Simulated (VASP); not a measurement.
Wanted: the native input for a VASP 6.6.1 run.

| Item | Value |
| --- | --- |
| Task | single point |
| Functional | PBE |
| Potentials or basis | VASP PAW PBE potentials, release 64 (Cd, Te) |
| Cutoff | 520 eV |
| k mesh | 6 × 6 × 4 |
| Occupations | fermi-dirac, width 0.02 eV |
| Spin | no spin polarisation |
| Dipole correction | no |
| Further INCAR settings | ALGO = Normal; EDIFF = 1e-07; NBANDS = 26 |

The structure of CdTe lies in POSCAR:

```
CdTe
1.0
    4.8387898123      0.0000000000      0.0000000000
   -2.4193949062      4.1905149010      0.0000000000
    0.0000000000      0.0000000000      6.4849413518
Cd Te
2 2
Direct
    0.3333333333      0.6666666667      0.2500000000
    0.6666666667      0.3333333333      0.7500000000
    0.6666666667      0.3333333333      0.2500000000
    0.3333333333      0.6666666667      0.7500000000
```

This cell differs from its parent crystal: volume changed by -6%.

One way to write it, as run:

INCAR

```
ALGO     = Normal         # electronic algorithm
EDIFF    = 1E-7           # SCF threshold, eV
ENCUT    = 520            # plane-wave cutoff, eV
GGA      = PE             # functional
ISIF     = 2              # what is computed and relaxed
ISMEAR   = -1             # smearing method
LASPH    = T              # aspherical terms in the spheres
LCHARG   = T              # write CHGCAR
LELF     = T              # ELF
LREAL    = F              # projectors in reciprocal space
LVHAR    = T            
LWAVE    = F              # write WAVECAR
NBANDS   = 26             # bands
NELM     = 80             # most SCF steps
PREC     = Accurate       # precision mode
SIGMA    = 0.02           # smearing width, eV
```

KPOINTS

```
k-points
0
Gamma
  6 6 4
```

Potentials or basis: VASP PAW PBE potentials, release 64 (Cd, Te).

Run with:

```console
$ cat potpaw_PBE.64/Cd/POTCAR potpaw_PBE.64/Te/POTCAR > POTCAR
$ mpirun -np 1 vasp_std > vasp.out
```

It gave:

The pressure is 2.8 GPa. The band gap on the k mesh is zero (band 18 reaches 2.73 eV, above the bottom of band 19 at 2.71 eV).

Caveat: spin-orbit coupling is left out, which moves the levels of the heavy elements.

It took 41 s on 1 thread of AMD EPYC 9R45 96-Core Processor (Zen 5), on a shared host, peak memory 0.23 GiB.
